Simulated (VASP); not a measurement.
Write the native input for VASP 6.6.1 that does the following.

```yaml
Task: single point
Functional: PBE
Potentials_or_basis: VASP PAW PBE potentials, release 64 (C, Al, N)
Cutoff: 520 eV
k_mesh: 1 × 1 × 1, shifted
Occupations: fermi-dirac, width 0.05 eV
Spin: no spin polarisation
Dipole_correction: no
Further_INCAR_settings: LREAL = Auto; ALGO = Normal; EDIFF = 1e-06; NBANDS = 56; ISYM = 0
```

The structure of Al7C6N7 lies in POSCAR:

```
Al7C6N7
1.0
    5.8984000000      0.2046430000     -0.2479320000
    0.2046430000      6.1394710000      0.1573230000
   -0.2479320000      0.1573230000      6.0818960000
C Al N
6 7 7
Direct
    0.9125571423      0.2449423498      0.1561508207
    1.0622544618      0.5313649183      0.6786773319
    0.4839892566      0.0245772366      0.9539784731
    0.4578576145      0.3083500574      0.6165240244
    0.9894033021      1.0179900317      0.1973281841
    0.9340656498      0.0388321432      0.6465182199
    0.3177700226      0.0610853311      0.2200820648
    0.4189922592      0.7972409888      0.7403954696
    0.6729664374      0.2893996977      0.9002502980
    0.7713269224      0.2675096727      0.4300481630
    0.6205867119      0.7604277631      0.1606000049
    0.1828827065      0.6119884219      0.2916303766
    0.2576249984      0.3657972317      0.9032522363
    0.9247343357      0.8018050855      0.1973234748
    0.1112205393      0.9313886365      0.6827734766
    0.4303805078      0.7699057726      0.3991627305
    0.1111159308      0.3560347731      0.1596253432
    0.4597052948      0.2332776113      0.4254648089
    0.9029177059      0.4942402289      0.5473621774
    0.4973123295      0.5560759277      0.9562141653
```

The input as run:

INCAR

```
SYSTEM = Al7C6N7
ALGO = Normal
EDIFF = 1E-6
ENCUT = 520
GGA = PE
ISIF = 2
ISMEAR = -1
ISYM = 0
LASPH = .True.
LCHARG = .False.
LREAL = Auto
LWAVE = .False.
NBANDS = 56
NELM = 80
PREC = Accurate
SIGMA = 0.05
```

KPOINTS

```
Automatic mesh
0
Gamma
  1 1 1
  0.25 0.25 0.25
```

Potentials or basis: VASP PAW PBE potentials, release 64 (C, Al, N).

Launch:

```sh
$ cat potpaw_PBE.64/C/POTCAR potpaw_PBE.64/Al/POTCAR potpaw_PBE.64/N/POTCAR > POTCAR
$ mpirun -np 1 vasp_std > vasp.out
```

Results of the run:

| Quantity | Value |
| --- | --- |
| Pressure | 5.6 GPa |
| Largest force | 3.432 eV/Å |
| Band gap on the k mesh | 0.90 eV |

Caveat: the k points lie up to 1.07 Å⁻¹ apart.

Wall time 33 s on 1 thread of Intel(R) Xeon(R) Platinum 8375C CPU @ 2.90GHz (Ice Lake) (shared host), peak memory 0.32 GiB.
